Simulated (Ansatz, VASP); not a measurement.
## Hf in VASP and in Ansatz

```
CELL_PARAMETERS angstrom
0.00000 2.22000 2.22000
2.22000 0.00000 2.22000
2.22000 2.22000 0.00000
ATOMIC_POSITIONS crystal
Hf 0.00000 0.00000 0.00000
```

Alike in both runs: task single point; functional RPBE; k mesh 10 × 10 × 10; occupations gaussian, width 0.05 eV; no spin polarisation.

|  | VASP | Ansatz |
| --- | --- | --- |
| version | VASP 6.6.1 | Ansatz 0.2.0 |
| potentials or method | VASP PAW PBE potentials, release 64 (Hf_pv), cutoff 520 eV | all-electron LAPW, scalar-relativistic |

|  | VASP | Ansatz | Ansatz less VASP |
| --- | --- | --- | --- |
| gap on the k mesh at the Fermi level (eV) | none | none | - |
| pressure (GPa) | 5.4 | 5.9 | +0.53 |

VASP's potentials were made for PBE, not for RPBE. A gap of «none» marks a metal or a gap that the smearing closes. Ansatz ran all-electron here, and VASP with PAW potentials.

Neither program's run includes spin-orbit coupling.
